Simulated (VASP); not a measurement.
A run of VASP 6.6.1 is set up as follows.

The input POSCAR:

```
Au
1.0
    0.0000000000      2.0455000000      2.0455000000
    2.0455000000      0.0000000000      2.0455000000
    2.0455000000      2.0455000000      0.0000000000
Au
1
Direct
    0.0000000000      0.0000000000      0.0000000000
```

File INCAR.step1:

```
PREC = Accurate ; ENCUT = 520
ISMEAR = 0 ; SIGMA = 0.15
LREAL = False ; LASPH = True
NELM = 80 ; NBANDS = 12
GGA = PE ; ALGO = Normal
EDIFF = 1E-4 ; LWAVE = True
LCHARG = False
```

File INCAR.step2:

```
PREC = Accurate ; ENCUT = 520
EDIFF = 1E-6 ; ISMEAR = 0
SIGMA = 0.15 ; LREAL = False
LASPH = True ; NELM = 80
ALGO = Normal ; ISIF = 2
LWAVE = False ; LCHARG = True
METAGGA = R2SCAN ; LMIXTAU = True
LELF = True ; LVHAR = True
NBANDS = 12 ; ISTART = 1
```

The input KPOINTS:

```
regular mesh
0
Gamma
  16 16 16
```

Potentials or basis: VASP PAW PBE potentials, release 64 (Au).

Run with:

```sh
$ cat potpaw_PBE.64/Au/POTCAR > POTCAR
$ cp INCAR.step1 INCAR
$ mpirun -np 1 vasp_std > vasp.out
$ cp INCAR.step2 INCAR
$ mpirun -np 1 vasp_std > vasp.out
```

(1) What does it give for the pressure?

Results:

(1) 4.3 GPa.

Caveat: the PAW data sets were made with another functional, which shifts forces and pressure a little.
